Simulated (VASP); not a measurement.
Input of a VASP 6.6.1 run:

The input INCAR:

```
ALGO     = Normal         # electronic algorithm
EDIFF    = 1E-6           # SCF threshold, eV
ENCUT    = 520            # plane-wave cutoff, eV
GGA      = PS             # functional
ISIF     = 2              # what is computed and relaxed
ISMEAR   = 0              # smearing method
LASPH    = T              # aspherical terms in the spheres
LCHARG   = F              # write CHGCAR
LREAL    = F              # projectors in reciprocal space
LWAVE    = F              # write WAVECAR
NBANDS   = 31             # bands
NELM     = 60             # most SCF steps
PREC     = Accurate       # precision mode
SIGMA    = 0.1            # smearing width, eV
```

KPOINTS

```
k-points
0
Gamma
  12 12 6
```

POSCAR

```
Si2Mo
1.0
    3.0943680645      0.0000000000      0.0000000000
    0.0000000000      3.0943680645      0.0000000000
    0.0000000000      0.0000000000      7.9225931391
Si Mo
4 2
Direct
    0.0000000000      0.0000000000      0.3345598189
    0.5000000000      0.5000000000      0.1654401811
    0.5000000000      0.5000000000      0.8345598189
    0.0000000000      0.0000000000      0.6654401811
    0.0000000000      0.0000000000      0.0000000000
    0.5000000000      0.5000000000      0.5000000000
```

Potentials or basis: VASP PAW PBE potentials, release 64 (Si, Mo_sv).

Launch:

```console
$ cat potpaw_PBE.64/Si/POTCAR potpaw_PBE.64/Mo_sv/POTCAR > POTCAR
$ mpirun -np 1 vasp_std > vasp.out
```

Task: Predict the band gap on the k mesh.

Result: Zero (band 22 reaches 13.85 eV, above the bottom of band 23 at 12.93 eV).

Task: Estimate the pressure.

Result: 11.6 GPa.

Forces in eV/Å, atoms in the order of the input:
```
Si   0.000  0.000 -0.012
Si   0.000  0.000  0.012
Si   0.000  0.000 -0.012
Si   0.000  0.000  0.012
Mo   0.000  0.000  0.000
Mo   0.000  0.000  0.000
```

Caveat: the cell differs from its parent crystal (biaxial strain in the a-b plane: -3.0 %, then relaxed in part); the PAW data sets were made with another functional, which shifts forces and pressure a little.
